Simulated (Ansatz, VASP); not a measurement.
**C: VASP beside Ansatz**

```xyz
2
Lattice="0.0000 1.8813 1.6676 1.8813 0.0000 1.6676 1.8813 1.8813 0.0000" Properties=species:S:1:pos:R:3 pbc="T T T"
C     1.8813    1.8813    1.6676
C     2.8219    2.8219    2.5014
```

Alike in both runs: task single point; functional LDA; k mesh 12 × 12 × 12; occupations gaussian, width 0.05 eV; no spin polarisation.

|  | VASP | Ansatz |
| --- | --- | --- |
| version | VASP 6.6.1 | Ansatz 0.2.0 |
| potentials or method | VASP PAW LDA potentials, release 64 (C), cutoff 520 eV | scalar-relativistic, plane waves, PAW |
| valence electrons in the cell | 8 | 8 |

|  | VASP | Ansatz | Ansatz less VASP |
| --- | --- | --- | --- |
| gap on the k mesh at the Fermi level (eV) | 1.21 | 1.22 | +0.011 |
| least direct gap on the mesh (eV) | 3.58 | 3.58 | -0.002 |
| pressure (GPa) | -26.9 | -28.3 | -1.32 |
| traceless stress, the component that is largest in VASP (GPa) | 62.32 | 62.42 | +0.101 |

Ansatz warns that its potentials were made for another functional, while VASP's fit it. LDA's correlation is that of Perdew and Zunger in VASP and of Perdew and Wang (1992) in Ansatz.
